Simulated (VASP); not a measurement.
A run of VASP 6.6.1 is set up as follows.

The input INCAR:

```
PREC     = Accurate       # precision mode
ENCUT    = 600            # plane-wave cutoff, eV
EDIFF    = 1E-6           # SCF threshold, eV
ISMEAR   = -1             # smearing method
SIGMA    = 0.05           # smearing width, eV
LREAL    = False          # projectors in reciprocal space
LASPH    = True           # aspherical terms in the spheres
NELM     = 80             # most SCF steps
ALGO     = Fast           # electronic algorithm
ISIF     = 3              # what is computed and relaxed
LWAVE    = False          # write WAVECAR
LCHARG   = False          # write CHGCAR
GGA      = PE             # functional
IVDW     = 12             # dispersion correction
IBRION   = 2              # ionic algorithm
NSW      = 60             # ionic steps
EDIFFG   = -0.01          # ionic threshold
```

The input KPOINTS:

```
Automatic mesh
0
Gamma
  10 10 10
```

The input POSCAR:

```
Sn
1.0
   -2.0291894110      2.0291894110      1.6607599896
    2.0291894110     -2.0291894110      1.6607599896
    2.0291894110      2.0291894110     -1.6607599896
Sn
1
Direct
    0.0000000000      0.0000000000      0.0000000000
```

Potentials or basis: VASP PAW PBE potentials, release 64 (Sn_d).

Run with:

```bash
$ cat potpaw_PBE.64/Sn_d/POTCAR > POTCAR
$ mpirun -np 1 vasp_std > vasp.out
```

Q: What does it give for the band gap on the k mesh?

A: Zero (band 7 reaches 15.47 eV, above the bottom of band 8 at 6.20 eV).

Q: Predict the space group after relaxing (to 0.05 Å).

A: I4/mmm (No. 139).

Final structure:
```yaml
crystal:
  lattice:
    - [-1.99767, 1.99767, 1.66253]
    - [1.99767, -1.99767, 1.66253]
    - [1.99767, 1.99767, -1.66253]
  atoms:
    - { symbol: Sn, position: [0.00000, 0.00000, 0.00000] }
```

Caveat: spin-orbit coupling is left out, which moves the levels of the heavy elements.
